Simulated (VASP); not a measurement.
Pt, 1 atom in the cell. The structure is cubic, space group Im-3m (No. 229). The conventional cell has a = 3.168 Å, b = 3.168 Å, c = 3.168 Å, α = 90.00°, β = 90.00°, γ = 90.00°. Within 3.6 Å of Pt (site symmetry m-3m) lie 14 Pt at 2.74 to 3.17 Å. This isn't the form of Pt at room conditions, which is fcc.

- Program: VASP 6.6.1
- Task: relaxation of cell and atoms
- Functional: PBEsol
- Potentials or basis: VASP PAW PBE potentials, release 64 (Pt)
- Cutoff: 500 eV
- k mesh: 8 × 8 × 8
- Occupations: gaussian, width 0.1 eV
- Spin: no spin polarisation
- Dipole correction: no
- Further INCAR settings: ALGO = Normal; EDIFF = 1e-07; IBRION = 2; EDIFFG = -0.04; NSW = 90; ISIF = 3

Potentials or basis: VASP PAW PBE potentials, release 64 (Pt).

The run is started by

```console
$ cat potpaw_PBE.64/Pt/POTCAR > POTCAR
$ mpirun -np 1 vasp_std > vasp.out
```

Hardware: 1 thread of Intel(R) Xeon(R) 6975P-C (Granite Rapids) (shared host).

Estimate the wall time of this run.

It took 7.5 s on 1 thread of Intel(R) Xeon(R) 6975P-C (Granite Rapids) (shared host), peak memory 0.13 GiB. Counts: scf iterations 28, k points 29, ion steps 3.
